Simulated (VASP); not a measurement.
# GaAs4 (P6/mmm) in VASP: notebook

GaAs4 is run at these levels: PBE; tasks: relaxation of cell and atoms, single point.

All numbers are computed with VASP 6.6.1; they aren't measurements. Logs are shortened: lines on timing, memory, paths and dates and some standing lists are left out, and cuts for length are marked.

**1. The cell of the first run**

The structure is hexagonal, space group P6/mmm (No. 191). Conventional cell: a = 4.502 Å, b = 4.502 Å, c = 6.823 Å, α = 90.00°, β = 90.00°, γ = 120.00°. Ga (site symmetry 6/mmm) has 14 As at 3.41 to 4.09 Å and 6 Ga at 4.50 Å within 4.6 Å. As (site symmetry mmm) has 6 As at 2.25 Å within 3.0 Å. As (site symmetry 6/mmm) has 6 As at 2.25 Å within 3.0 Å.

The cell was built from a structure type or drawn by symmetry, and may not be a known phase.

**2. Relaxation of cell and atoms, PBE**

Input file INCAR:

```
ALGO = Normal
EDIFF = 1E-6
EDIFFG = -0.04
ENCUT = 600
GGA = PE
IBRION = 2
ISIF = 3
ISMEAR = 0
LASPH = True
LCHARG = False
LREAL = False
LWAVE = False
NELM = 60
NSW = 90
PREC = Accurate
SIGMA = 0.1
```

Input file KPOINTS:

```
k-points
0
Gamma
  6 6 4
```

Input file POSCAR:

```
GaAs4
1.0
    4.5024249000      0.0000000000      0.0000000000
   -2.2512124500      3.8992143500      0.0000000000
    0.0000000000      0.0000000000      6.8230316700
Ga As
1 4
Direct
    0.0000000000      0.0000000000      0.5000000000
    0.5000000000      0.0000000000      0.0000000000
    0.0000000000      0.5000000000      0.0000000000
    0.5000000000      0.5000000000      0.0000000000
    0.0000000000      0.0000000000      0.0000000000
```

Potentials or basis: VASP PAW PBE potentials, release 64 (Ga_d, As).

On the command line:

```sh
$ cat potpaw_PBE.64/Ga_d/POTCAR potpaw_PBE.64/As/POTCAR > POTCAR
$ mpirun -np 1 vasp_std > vasp.out
```

OUTCAR:

```text
EDIFF = 1E-6
   EDIFFG = -0.04
   ENCUT = 600
   GGA = PE
   IBRION = 2
   ISIF = 3
   ISMEAR = 0
   LASPH = True
   LREAL = False
   NELM = 60
   NSW = 90
   PREC = Accurate

 ion  position               nearest neighbor table
   1  0.000  0.000  0.500-
   2  0.500  0.000  0.000-   5 2.25   5 2.25   3 2.25   4 2.25   4 2.25   3 2.25
   3  0.000  0.500  0.000-   4 2.25   4 2.25   5 2.25   5 2.25   2 2.25   2 2.25
   4  0.500  0.500  0.000-   3 2.25   3 2.25   5 2.25   2 2.25   2 2.25   5 2.25
   5  0.000  0.000  0.000-   2 2.25   2 2.25   4 2.25   3 2.25   3 2.25   4 2.25

  LATTYP: Found a hexagonal cell.
 ALAT       =     4.5024249000
 C/A-ratio  =     1.5154126546

  Lattice vectors:

 A1 = (   4.5024249000,   0.0000000000,   0.0000000000)
 A2 = (  -2.2512124500,   3.8992143500,   0.0000000000)
 A3 = (   0.0000000000,   0.0000000000,   6.8230316700)

Analysis of symmetry for initial positions (statically):
=====================================================================
 Subroutine PRICEL returns:
 Original cell was already a primitive cell.

 Routine SETGRP: Setting up the symmetry group for a
 hexagonal supercell.

 Subroutine GETGRP returns: Found 24 space group operations
 (whereof 24 operations were pure point group operations)
 out of a pool of 24 trial point group operations.

The static configuration has the point symmetry D_6h.

Analysis of symmetry for dynamics (positions and initial velocities):
=====================================================================
 Subroutine PRICEL returns:
 Original cell was already a primitive cell.

 Routine SETGRP: Setting up the symmetry group for a
 hexagonal supercell.

 Subroutine GETGRP returns: Found 24 space group operations
 (whereof 24 operations were pure point group operations)
 out of a pool of 24 trial point group operations.

The dynamic configuration has the point symmetry D_6h.

 Subroutine INISYM returns: Found 24 space group operations
 (whereof 24 operations are pure point group operations),
 and found     1 'primitive' translations

----------------------------------------------------------------------------------------

                                     Primitive cell

  volume of cell :     119.7846

  direct lattice vectors                    reciprocal lattice vectors
     4.502424900  0.000000000  0.000000000     0.222102539  0.128230960  0.000000000
    -2.251212450  3.899214350  0.000000000     0.000000000  0.256461920  0.000000000
     0.000000000  0.000000000  6.823031670     0.000000000  0.000000000  0.146562415

  length of vectors
     4.502424900  4.502424907  6.823031670     0.256461921  0.256461920  0.146562415

  position of ions in fractional coordinates (direct lattice)
     0.000000000  0.000000000  0.500000000
     0.500000000  0.000000000  0.000000000
     0.000000000  0.500000000  0.000000000
     0.500000000  0.500000000  0.000000000
     0.000000000  0.000000000  0.000000000

  ion indices of the primitive-cell ions
   primitive index   ion index
                 1           1
                 2           2
                 3           3
                 4           4
                 5           5

----------------------------------------------------------------------------------------

 KPOINTS: k-points

Automatic generation of k-mesh.
 Grid dimensions read from file:
 generate k-points for:    6    6    4

 Generating k-lattice:

  Cartesian coordinates                     Fractional coordinates (reciprocal lattice)
     0.037017090  0.021371827  0.000000000     0.166666667  0.000000000  0.000000000
     0.000000000  0.042743653  0.000000000     0.000000000  0.166666667  0.000000000
     0.000000000  0.000000000  0.036640604     0.000000000  0.000000000  0.250000000

  Length of vectors
     0.042743653  0.042743653  0.036640604

  Shift w.r.t. Gamma in fractional coordinates (k-lattice)
     0.000000000  0.000000000  0.000000000

 Subroutine IBZKPT returns following result:
 ===========================================

 Found     21 irreducible k-points:

 Following reciprocal coordinates:
            Coordinates               Weight
  0.000000  0.000000  0.000000      1.000000
  0.166667  0.000000  0.000000      6.000000
  0.333333  0.000000  0.000000      6.000000
  0.500000  0.000000  0.000000      3.000000
  0.166667  0.166667  0.000000      6.000000
  0.333333  0.166667  0.000000     12.000000
[... 13 lines left out ...]
  0.333333  0.166667  0.500000     12.000000
  0.333333  0.333333  0.500000      2.000000
   k-points           NKPTS =     21   k-points in BZ     NKDIM =     21   number of bands    NBANDS=     20
   number of dos      NEDOS =    301   number of ions     NIONS =      5
   total plane-waves  NPLWV =  72576
   dimension x,y,z NGX =    36 NGY =   36 NGZ =   56
   dimension x,y,z NGXF=    72 NGYF=   72 NGZF=  112
   ions per type =               1   4
   NGX,Y,Z   is equivalent  to a cutoff of  13.29, 13.29, 13.64 a.u.
   NGXF,Y,Z  is equivalent  to a cutoff of  26.59, 26.59, 27.29 a.u.
 SYSTEM =  unknown system
   PREC   = accura    normal or accurate (medium, high low for compatibility)
   ISTART =      0    job   : 0-new  1-cont  2-samecut
   ICHARG =      2    charge: 1-file 2-atom 10-const
   ISPIN  =      1    spin polarized calculation?
   LNONCOLLINEAR =      F non collinear calculations
   LSORBIT =      F    spin-orbit coupling
   LASPH  =      T    aspherical Exc in radial PAW
   ENCUT  =  600.0 eV  44.10 Ry    6.64 a.u.   8.99  8.99 13.63*2*pi/ulx,y,z
   NELM   =     60;   NELMIN=  2; NELMDL= -5     # of ELM steps
   EDIFF  = 0.1E-05   stopping-criterion for ELM
   LREAL  =      F    real-space projection
   EDIFFG = -.4E-01   stopping-criterion for IOM
   NSW    =     90    number of steps for IOM
   IBRION =      2    ionic relax: 0-MD 1-quasi-New 2-CG
   NFREE  =      1    steps in history (QN), initial steepest desc. (CG)
   ISIF   =      3    stress and relaxation
   ISYM   =      2    0-nonsym 1-usesym 2-fastsym
   POTIM  = 0.5000    time-step for ionic-motion
   TEBEG  =    0.0;   TEEND  =   0.0 temperature during run
   PSTRESS=    0.0 pullay stress
   NELECT =      33.0000    total number of electrons
   NUPDOWN=      -1.0000    fix difference up-down
   EMIN   =  10.00;   EMAX   =-10.00  energy-range for DOS
   EFERMI =   0.00;   METHOD = LEGACY
   ISMEAR =     0;   SIGMA  =   0.10  broadening in eV -4-tet -1-fermi 0-gaus
   EFERMI_NEDOS =   21; number of points for ismear=-14 and -15
   IALGO  =     38    algorithm
   IMIX   =      4    mixing-type and parameters
     AMIX     =   0.40;   BMIX     =  1.00
     AMIX_MAG =   1.60;   BMIX_MAG =  1.00
  volume/ion in A,a.u.               =      23.96       161.67
  Fermi-wavevector in a.u.,A,eV,Ry     =   1.065236  2.013004 15.438907  1.134728
  Thomas-Fermi vector in A             =   2.200781
   LORBIT       =      0    0 simple, 1 ext, 2 COOP (PROOUT), +10 PAW based schemes
   GGA     = PE    functional components
   LHFCALC =     F    Hartree Fock is set to
   AEXX    =    0.0000 exact exchange contribution
   IVDW    =     0    specifies the selected vdW correction
   LEPSILON=     F    determine dielectric tensor
   LRPA    =     F    only Hartree local field effects (RPA)
 conjugate gradient relaxation of ions
 non-spin polarized calculation
 Gauss-broadening in eV      SIGMA  =   0.10
  energy-cutoff  :      600.00
  volume of cell :      119.78
 maximum number of plane-waves:      4038
 NGX is ok and might be reduce to    36
   NGX = 17   NGY = 17   NGZ = 27

--------------------------------------- Ionic step        1  -------------------------------------------

 number of electron      33.0000001 magnetization

 Free energy of the ion-electron system (eV)
  ---------------------------------------------------
  ext. energy  EPLUGINS =         0.00000000
  ---------------------------------------------------
  free energy    TOTEN  =        -7.54886705 eV

  energy without entropy =       -7.52936472  energy(sigma->0) =       -7.53911588

------------------------ aborting loop because EDIFF is reached ----------------------------------------

  FORCE on cell =-STRESS in cart. coord.  units (eV):
  Direction    XX          YY          ZZ          XY          YZ          ZX
  --------------------------------------------------------------------------------------
  -------------------------------------------------------------------------------------
  Total       59.4398672     59.4398674     -3.0843202      0.0000000      0.0000000      0.0000000
  in kB      795.0371777    795.0371810    -41.2542855      0.0000000      0.0000000      0.0000000
  external PRESSURE =     516.2733577 kB  Pullay stress =       0.0000000 kB
[... 26 lines left out ...]
--------------------------------------- Ionic step        2  -------------------------------------------

 number of electron      33.0000059 magnetization

 E-fermi :  -1.0859     XC(G=0):  -5.9969

 val. band max:       -1.0938182515   @ k =   0.1667   0.0000   0.5000
 cond. band min:      -1.0848981019   @ k =   0.5000   0.0000   0.5000
 fundamental gap:      0.0089201495
 Fermi energy:        -1.0859442986

 k-point     1 :       0.0000    0.0000    0.0000
  band No.  band energies     occupation
      1     -16.6621      2.00000
      2     -16.6621      2.00000
      3     -16.5733      2.00000
      4     -16.5733      2.00000
      5     -16.5422      2.00000
      6     -11.7455      2.00000
[... 543 lines left out ...]
  FREE ENERGIE OF THE ION-ELECTRON SYSTEM (eV)
  ---------------------------------------------------
  free  energy   TOTEN  =       -17.8079150841 eV

  energy  without entropy=      -17.7793441410  energy(sigma->0) =      -17.79362961

 E-fermi :   4.8363     XC(G=0):  -9.8995

 val. band max:        4.8267934614   @ k =   0.3333   0.1667   0.0000
 cond. band min:       4.8871238688   @ k =   0.5000   0.0000   0.2500
 fundamental gap:      0.0603304074
 Fermi energy:         4.8362923651

 k-point     1 :       0.0000    0.0000    0.0000
  band No.  band energies     occupation
      1     -12.5201      2.00000
      2     -11.4104      2.00000
      3     -11.4104      2.00000
      4     -11.1700      2.00000
      5     -11.1700      2.00000
      6      -9.6562      2.00000
[... 472 lines left out ...]
     19       6.8497      0.00000
     20       6.8497      0.00000

[... ionic steps 4 to 13 ...]

--------------------------------------- Ionic step       14  -------------------------------------------

 number of electron      33.0000019 magnetization

------------------------ aborting loop because EDIFF is reached ----------------------------------------
[... 73 lines left out ...]
--------------------------------------- Ionic step       16  -------------------------------------------

 number of electron      33.0000024 magnetization

 Free energy of the ion-electron system (eV)
  ---------------------------------------------------
  ext. energy  EPLUGINS =         0.00000000
  ---------------------------------------------------
  free energy    TOTEN  =       -18.51806228 eV

  energy without entropy =      -18.49066013  energy(sigma->0) =      -18.50436120

 E-fermi :   2.6189     XC(G=0):  -8.4774

 val. band max:        2.6050749099   @ k =   0.1667   0.1667   0.5000
 cond. band min:       2.6297691898   @ k =   0.1667   0.1667   0.5000
 fundamental gap:      0.0246942798
 Fermi energy:         2.6189047216

 k-point     1 :       0.0000    0.0000    0.0000
  band No.  band energies     occupation
      1     -12.4066      2.00000
      2     -12.3995      2.00000
      3     -12.3995      2.00000
      4     -12.3193      2.00000
      5     -12.3193      2.00000
      6     -11.3333      2.00000
[... 504 lines left out ...]
  FREE ENERGIE OF THE ION-ELECTRON SYSTEM (eV)
  ---------------------------------------------------
  free  energy   TOTEN  =       -18.5180622772 eV

  energy  without entropy=      -18.4906601297  energy(sigma->0) =      -18.50436120

 reached required accuracy - stopping structural energy minimisation
```

Wall time 6.8 min (1 thread of Intel Xeon 6975P-C (Granite Rapids), shared host); peak memory 0.3 GiB.

Results:

```yaml
Free_energy: -18.5181 eV
Relaxed_volume: 28.87 Å³/atom
Relaxed_cell: a = 5.593 Å, b = 5.593 Å, c = 5.328 Å, α = 90.00°, β = 90.00°, γ = 120.00°
Space_group_after_relaxing_to_0.1_Å: P6/mmm (No. 191)
Pressure_after_relaxing: 0.0 GPa
Band_gap_on_the_k_mesh: zero (an odd number of electrons rules out a gap without spin polarisation)
```

Final structure:
```
Ga As
1.0
     5.59297    0.00000    0.00000
    -2.79649    4.84366    0.00000
     0.00000    0.00000    5.32798
Ga As
1 4
Cartesian
  0.0000 0.0000 2.6640
  2.7965 0.0000 0.0000
  -1.3982 2.4218 0.0000
  1.3982 2.4218 0.0000
  0.0000 0.0000 0.0000
```

Levels at points of the mesh, in eV from the Fermi level:
| k point | band 14 | band 15 | band 16 | band 17 | band 18 | band 19 |
| --- | --- | --- | --- | --- | --- | --- |
| (0.00, 0.00, 0.00) | -4.17 | -0.94 | 0.60 | 0.60 | 2.55 | 2.55 |
| (0.50, 0.00, 0.00) | -2.13 | -1.29 | -1.09 | -0.36 | 0.23 | 0.28 |
| (0.00, 0.00, 0.50) | -2.11 | 0.23 | 0.23 | 1.29 | 1.29 | 1.67 |
| (0.50, 0.00, 0.50) | -1.13 | -1.06 | -1.05 | -0.62 | 0.35 | 0.38 |

Caveat: the volume moved by over 15 % at a fixed basis, so the end points are rough.

**3. Single point, PBE**

This run uses another cell than the first one, of 28.14 Å³/atom.

Input file INCAR:

```
SYSTEM = GaAs4
PREC = Accurate
ENCUT = 520
EDIFF = 1E-6
ISMEAR = 0
SIGMA = 0.1
LREAL = .False.
LASPH = .True.
NELM = 60
ALGO = Normal
ISIF = 2
LWAVE = .False.
LCHARG = .True.
GGA = PE
LELF = .True.
LVHAR = .True.
NBANDS = 24
```

Input file KPOINTS:

```
Automatic mesh
0
Gamma
  12 12 8
  0 0 0
```

Changes to POSCAR since step 2:

```diff
@@ -2,5 +2,5 @@
 1.0
-    4.5024249000      0.0000000000      0.0000000000
-   -2.2512124500      3.8992143500      0.0000000000
-    0.0000000000      0.0000000000      6.8230316700
+    5.6137059684      0.0000000000      0.0000000000
+   -2.8068529842      4.8616119780      0.0000000000
+    0.0000000000      0.0000000000      5.1551898826
 Ga As
```

Potentials or basis: VASP PAW PBE potentials, release 64 (Ga_d, As).

On the command line:

```sh
$ cat potpaw_PBE.64/Ga_d/POTCAR potpaw_PBE.64/As/POTCAR > POTCAR
$ mpirun -np 1 vasp_std > vasp.out
```

It took 2.1 min on 1 thread of Intel Xeon 6975P-C (Granite Rapids), shared host; peak memory 0.44 GiB.

The run converged. Its results:

- Free energy: -18.5743 eV
- Pressure: 0.1 GPa
- Band gap on the k mesh: zero (an odd number of electrons rules out a gap without spin polarisation)

Levels at points of the mesh, in eV from the Fermi level:
```csv
k point,band 12,band 13,band 14,band 15,band 16,band 17,band 18,band 19,band 20,band 21
"(0.00, 0.00, 0.00)",-5.53,-4.62,-4.07,-1.04,0.67,0.67,2.51,2.51,3.55,3.69
"(0.50, 0.00, 0.00)",-3.38,-3.00,-2.00,-1.32,-1.01,-0.32,0.23,0.36,0.42,1.50
"(0.00, 0.00, 0.50)",-5.77,-5.50,-2.10,0.21,0.21,1.09,1.09,2.05,3.35,3.48
"(0.50, 0.00, 0.50)",-3.11,-2.98,-1.09,-1.04,-0.97,-0.72,0.37,0.39,2.26,2.87
```
